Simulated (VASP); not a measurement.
# ZnO (P6_3/mmc) in VASP: further runs

ZnO is run at these levels: PBEsol, r2SCAN+rVV10; tasks: single point, relaxation of cell and atoms.

All numbers are computed with VASP 6.6.1; they aren't measurements. Logs are shortened: lines on timing, memory, paths and dates and some standing lists are left out, and cuts for length are marked.

## Step 1: The cell of the first run

Symmetry: P6_3/mmc, No. 194, hexagonal system. Conventional cell: a = 3.410 Å, b = 3.410 Å, c = 4.488 Å, α = 90.00°, β = 90.00°, γ = 120.00°. Zn (site symmetry -6m2) has 5 O at 1.97 to 2.24 Å within 2.6 Å. Within 2.6 Å of O (site symmetry -6m2) lie 5 Zn at 1.97 to 2.24 Å.

## Step 2: Single point, PBEsol

Contents of INCAR:

```
  PREC = Accurate
  ENCUT = 520
  EDIFF = 1E-6
  ISMEAR = -1
  SIGMA = 0.03
  LREAL = False
  LASPH = True
  NELM = 100
  ALGO = Normal
  ISIF = 2
  LWAVE = False
  LCHARG = True
  GGA = PS
  LELF = True
  LVHAR = True
  NBANDS = 26
```

Contents of KPOINTS:

```
regular mesh
0
Gamma
  9 9 6
```

Contents of POSCAR:

```
ZnO
1.0
    3.4100853823      0.0000000000      0.0000000000
   -1.7050426911      2.9532205701      0.0000000000
    0.0000000000      0.0000000000      4.4877390541
Zn O
2 2
Direct
    0.3333333333      0.6666666667      0.2500000000
    0.6666666667      0.3333333333      0.7500000000
    0.6666666667      0.3333333333      0.2500000000
    0.3333333333      0.6666666667      0.7500000000
```

Potentials or basis: VASP PAW PBE potentials, release 64 (Zn, O).

On the command line:

```
cat potpaw_PBE.64/Zn/POTCAR potpaw_PBE.64/O/POTCAR > POTCAR
mpirun -np 1 vasp_std > vasp.out
```

OUTCAR:

```text
PREC = Accurate
   ENCUT = 520
   EDIFF = 1E-6
   ISMEAR = -1
   LREAL = False
   LASPH = True
   NELM = 100
   ISIF = 2
   GGA = PS

 ion  position               nearest neighbor table
   1  0.333  0.667  0.250-   3 1.97   3 1.97   3 1.97   4 2.24   4 2.24   2 2.99   2 2.99   2 2.99
                             2 2.99   2 2.99   2 2.99
   2  0.667  0.333  0.750-   4 1.97   4 1.97   4 1.97   3 2.24   3 2.24   1 2.99   1 2.99   1 2.99
                             1 2.99   1 2.99   1 2.99
   3  0.667  0.333  0.250-   1 1.97   1 1.97   1 1.97   2 2.24   2 2.24
   4  0.333  0.667  0.750-   2 1.97   2 1.97   2 1.97   1 2.24   1 2.24

  LATTYP: Found a hexagonal cell.
 ALAT       =     3.4100853823
 C/A-ratio  =     1.3160195570

  Lattice vectors:

 A1 = (   3.4100853823,   0.0000000000,   0.0000000000)
 A2 = (  -1.7050426911,   2.9532205701,   0.0000000000)
 A3 = (   0.0000000000,   0.0000000000,   4.4877390541)

Analysis of symmetry for initial positions (statically):
=====================================================================
 Subroutine PRICEL returns:
 Original cell was already a primitive cell.

 Routine SETGRP: Setting up the symmetry group for a
 hexagonal supercell.

 Subroutine GETGRP returns: Found 24 space group operations
 (whereof 12 operations were pure point group operations)
 out of a pool of 24 trial point group operations.

The static configuration has the point symmetry D_3d.
 The point group associated with its full space group is D_6h.

Analysis of symmetry for dynamics (positions and initial velocities):
=====================================================================
 Subroutine PRICEL returns:
 Original cell was already a primitive cell.

 Routine SETGRP: Setting up the symmetry group for a
 hexagonal supercell.

 Subroutine GETGRP returns: Found 24 space group operations
 (whereof 12 operations were pure point group operations)
 out of a pool of 24 trial point group operations.

The dynamic configuration has the point symmetry D_3d.
 The point group associated with its full space group is D_6h.

 Subroutine INISYM returns: Found 24 space group operations
 (whereof 12 operations are pure point group operations),
 and found     1 'primitive' translations

----------------------------------------------------------------------------------------

                                     Primitive cell

  volume of cell :      45.1948

  direct lattice vectors                    reciprocal lattice vectors
     3.410085382  0.000000000  0.000000000     0.293247789  0.169306690  0.000000000
    -1.705042691  2.953220570  0.000000000     0.000000000  0.338613380  0.000000000
     0.000000000  0.000000000  4.487739054     0.000000000  0.000000000  0.222829355

  length of vectors
     3.410085382  3.410085382  4.487739054     0.338613380  0.338613380  0.222829355

  position of ions in fractional coordinates (direct lattice)
     0.333333333  0.666666667  0.250000000
     0.666666667  0.333333333  0.750000000
     0.666666667  0.333333333  0.250000000
     0.333333333  0.666666667  0.750000000

  ion indices of the primitive-cell ions
   primitive index   ion index
                 1           1
                 2           2
                 3           3
                 4           4

----------------------------------------------------------------------------------------

 KPOINTS: regular mesh

Automatic generation of k-mesh.
 Grid dimensions read from file:
 generate k-points for:    9    9    6

 Generating k-lattice:

  Cartesian coordinates                     Fractional coordinates (reciprocal lattice)
     0.032583088  0.018811854  0.000000000     0.111111111  0.000000000  0.000000000
     0.000000000  0.037623709  0.000000000     0.000000000  0.111111111  0.000000000
     0.000000000  0.000000000  0.037138226     0.000000000  0.000000000  0.166666667

  Length of vectors
     0.037623709  0.037623709  0.037138226

  Shift w.r.t. Gamma in fractional coordinates (k-lattice)
     0.000000000  0.000000000  0.000000000

 Subroutine IBZKPT returns following result:
 ===========================================

 Found     48 irreducible k-points:

 Following reciprocal coordinates:
            Coordinates               Weight
  0.000000  0.000000  0.000000      1.000000
  0.111111 -0.000000  0.000000      6.000000
  0.222222 -0.000000  0.000000      6.000000
  0.333333  0.000000  0.000000      6.000000
  0.444444 -0.000000  0.000000      6.000000
  0.111111  0.111111  0.000000      6.000000
[... 16 lines left out ...]
  0.333333  0.222222  0.166667     24.000000
  0.333333  0.333333  0.166667      4.000000
 [... further k-points ...]
   k-points           NKPTS =     48   k-points in BZ     NKDIM =     48   number of bands    NBANDS=     26
   number of dos      NEDOS =    301   number of ions     NIONS =      4
   total plane-waves  NPLWV =  28224
   dimension x,y,z NGX =    28 NGY =   28 NGZ =   36
   dimension x,y,z NGXF=    56 NGYF=   56 NGZF=   72
   ions per type =               2   2
   NGX,Y,Z   is equivalent  to a cutoff of  13.65, 13.65, 13.34 a.u.
   NGXF,Y,Z  is equivalent  to a cutoff of  27.30, 27.30, 26.67 a.u.
 SYSTEM =  unknown system
   PREC   = accura    normal or accurate (medium, high low for compatibility)
   ISTART =      0    job   : 0-new  1-cont  2-samecut
   ICHARG =      2    charge: 1-file 2-atom 10-const
   ISPIN  =      1    spin polarized calculation?
   LNONCOLLINEAR =      F non collinear calculations
   LSORBIT =      F    spin-orbit coupling
   LASPH  =      T    aspherical Exc in radial PAW
   ENCUT  =  520.0 eV  38.22 Ry    6.18 a.u.   6.34  6.34  8.34*2*pi/ulx,y,z
   NELM   =    100;   NELMIN=  2; NELMDL= -5     # of ELM steps
   EDIFF  = 0.1E-05   stopping-criterion for ELM
   LREAL  =      F    real-space projection
   EDIFFG = 0.1E-04   stopping-criterion for IOM
   NSW    =      0    number of steps for IOM
   IBRION =     -1    ionic relax: 0-MD 1-quasi-New 2-CG
   NFREE  =      0    steps in history (QN), initial steepest desc. (CG)
   ISIF   =      2    stress and relaxation
   ISYM   =      2    0-nonsym 1-usesym 2-fastsym
   POTIM  = 0.5000    time-step for ionic-motion
   TEBEG  =    0.0;   TEEND  =   0.0 temperature during run
   PSTRESS=    0.0 pullay stress
   NELECT =      36.0000    total number of electrons
   NUPDOWN=      -1.0000    fix difference up-down
   EMIN   =  10.00;   EMAX   =-10.00  energy-range for DOS
   EFERMI =   0.00;   METHOD = LEGACY
   ISMEAR =    -1;   SIGMA  =   0.03  broadening in eV -4-tet -1-fermi 0-gaus
   EFERMI_NEDOS =   21; number of points for ismear=-14 and -15
   IALGO  =     38    algorithm
   IMIX   =      4    mixing-type and parameters
     AMIX     =   0.40;   BMIX     =  1.00
     AMIX_MAG =   1.60;   BMIX_MAG =  1.00
  volume/ion in A,a.u.               =      11.30        76.25
  Fermi-wavevector in a.u.,A,eV,Ry     =   1.517561  2.867774 31.334090  2.302991
  Thomas-Fermi vector in A             =   2.626800
   LORBIT       =      0    0 simple, 1 ext, 2 COOP (PROOUT), +10 PAW based schemes
   GGA     = PS    functional components
   LHFCALC =     F    Hartree Fock is set to
   AEXX    =    0.0000 exact exchange contribution
   IVDW    =     0    specifies the selected vdW correction
   LEPSILON=     F    determine dielectric tensor
   LRPA    =     F    only Hartree local field effects (RPA)
 non-spin polarized calculation
  energy-cutoff  :      520.00
  volume of cell :       45.19
 maximum number of plane-waves:      1230
 NGX is ok and might be reduce to    28
   NGX = 13   NGY = 13   NGZ = 17

 number of electron      36.0000017 magnetization

 Free energy of the ion-electron system (eV)
  ---------------------------------------------------
  ext. energy  EPLUGINS =         0.00000000
  ---------------------------------------------------
  free energy    TOTEN  =       -19.16893290 eV

  energy without entropy =      -19.16893289  energy(sigma->0) =      -19.16893289

 E-fermi :   1.8299     XC(G=0): -11.4912

 val. band max:        1.3417935925   @ k =   0.3333   0.3333   0.5000
 cond. band min:       2.2580303370   @ k =   0.0000   0.0000   0.0000
 fundamental gap:      0.9162367445
 Fermi energy:         1.8299083930

 k-point     1 :       0.0000    0.0000    0.0000
  band No.  band energies     occupation
      1     -16.7726      2.00000
      2     -15.5428      2.00000
      3      -4.4837      2.00000
      4      -4.4837      2.00000
      5      -4.3564      2.00000
      6      -4.3564      2.00000
[... 18 lines left out ...]
     25      14.4882      0.00000
     26      16.7600      0.00000

 k-point     2 :       0.1111   -0.0000    0.0000
  band No.  band energies     occupation
      1     -16.7033      2.00000
      2     -15.5340      2.00000
      3      -4.4991      2.00000
      4      -4.4298      2.00000
      5      -4.3904      2.00000
      6      -4.2694      2.00000
[... 18 lines left out ...]
     25      14.8020      0.00000
     26      17.3700      0.00000

 k-point     3 :       0.2222   -0.0000    0.0000
  band No.  band energies     occupation
      1     -16.5147      2.00000
      2     -15.5223      2.00000
      3      -4.5920      2.00000
      4      -4.3554      2.00000
      5      -4.2649      2.00000
      6      -4.0411      2.00000
[... 18 lines left out ...]
     25      15.3451      0.00000
     26      15.7415      0.00000

 k-point     4 :       0.3333    0.0000    0.0000
  band No.  band energies     occupation
      1     -16.2633      2.00000
      2     -15.5408      2.00000
      3      -4.6764      2.00000
      4      -4.1800      2.00000
      5      -4.0264      2.00000
      6      -3.9432      2.00000
[... 18 lines left out ...]
     25      14.3543      0.00000
     26      16.9461      0.00000
[... 496 lines left out ...]
      1     -16.0839      2.00000
      2     -15.5916      2.00000
      3      -4.5185      2.00000
      4      -4.4571      2.00000
      5      -3.9714      2.00000
      6      -3.9042      2.00000
[... 18 lines left out ...]
     25      13.4304      0.00000
     26      16.1991      0.00000

 k-point    23 :       0.3333    0.2222    0.1667
  band No.  band energies     occupation
      1     -15.8991      2.00000
      2     -15.6534      2.00000
      3      -4.4261      2.00000
      4      -4.2317      2.00000
      5      -3.8939      2.00000
      6      -3.8376      2.00000
[... 18 lines left out ...]
     25      14.0248      0.00000
     26      15.2521      0.00000

 k-point    24 :       0.3333    0.3333    0.1667
  band No.  band energies     occupation
      1     -15.7551      2.00000
      2     -15.7551      2.00000
      3      -4.1891      2.00000
      4      -4.1891      2.00000
      5      -3.8301      2.00000
      6      -3.8301      2.00000
[... 18 lines left out ...]
     25      15.1584      0.00000
     26      15.2531      0.00000

 [... further k-points ...]
[... 5 lines left out ...]
  --------------------------------------------------------------------------------------
  -------------------------------------------------------------------------------------
  Total        0.3627576      0.3627576      0.2242326      0.0000000      0.0000000      0.0000000
  in kB       12.8599215     12.8599215      7.9491494      0.0000000      0.0000000      0.0000000
  external PRESSURE =      11.2229975 kB  Pullay stress =       0.0000000 kB

 VOLUME and BASIS-vectors are now :
 -----------------------------------------------------------------------------
  energy-cutoff  :      520.00
  volume of cell :       45.19
      direct lattice vectors                 reciprocal lattice vectors
     3.410085382  0.000000000  0.000000000     0.293247789  0.169306690  0.000000000
    -1.705042691  2.953220570  0.000000000     0.000000000  0.338613380  0.000000000
     0.000000000  0.000000000  4.487739054     0.000000000  0.000000000  0.222829355

 POSITION                                       TOTAL-FORCE (eV/Angst)
 -----------------------------------------------------------------------------------
     -0.00000      1.96881      1.12193        -0.000000      0.000000      0.000000
      1.70504      0.98441      3.36580         0.000000     -0.000000      0.000000
      1.70504      0.98441      1.12193         0.000000     -0.000000     -0.000000
     -0.00000      1.96881      3.36580         0.000000      0.000000     -0.000000
 -----------------------------------------------------------------------------------
    total drift:                               -0.000000      0.000000      0.000000

  FREE ENERGIE OF THE ION-ELECTRON SYSTEM (eV)
  ---------------------------------------------------
  free  energy   TOTEN  =       -19.1689328955 eV

  energy  without entropy=      -19.1689328928  energy(sigma->0) =      -19.16893289
```

It took 91 s on 1 thread of Intel Xeon 8259CL, shared host; peak memory 0.19 GiB.

Results:

```
Free energy            : -19.1689 eV
Pressure               : 1.1 GPa
Band gap on the k mesh : 0.92 eV, indirect (least direct gap 0.95 eV)
```

Stress tensor (GPa, compression positive):
```
1.29 0.00 0.00
0.00 1.29 0.00
0.00 0.00 0.79
```

Caveat: the PAW data sets were made with another functional, which shifts forces and pressure a little. A k mesh can miss the band edges.

[end of part 1 of 2]
